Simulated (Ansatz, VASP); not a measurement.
Cd: VASP beside Ansatz

```xyz
2
Lattice="2.9789 0.0000 0.0000 -1.4894 2.5798 0.0000 0.0000 0.0000 5.6177" Properties=species:S:1:pos:R:3 pbc="T T T"
Cd    0.0000    1.7199    1.4044
Cd    1.4894    0.8599    4.2132
```

Alike in both runs: task electric field gradients; functional PBE; k mesh 16 × 16 × 7; occupations fermi-dirac, width 0.05 eV; no spin polarisation.

```csv
,VASP,Ansatz
version,VASP 6.6.1,Ansatz 0.2.0
potentials or method,"VASP PAW PBE potentials, release 64 (Cd)","PAW with Ansatz's default frozen-core files, scalar-relativistic"
plane-wave cutoff (eV),400,420
valence electrons in the cell,24,40
```

```csv
,VASP,Ansatz,Ansatz less VASP
pressure (GPa),2.3,2.9,+0.58
"traceless stress, the component that is largest in VASP (GPa)",-0.92,-0.77,+0.149
size of Vzz on the site where it differs most (V/Å²),79.7,73.9,-5.79
```

VASP's potentials hold 24 valence electrons a cell and Ansatz's 40, so a difference there can come from the potentials and not from the codes.
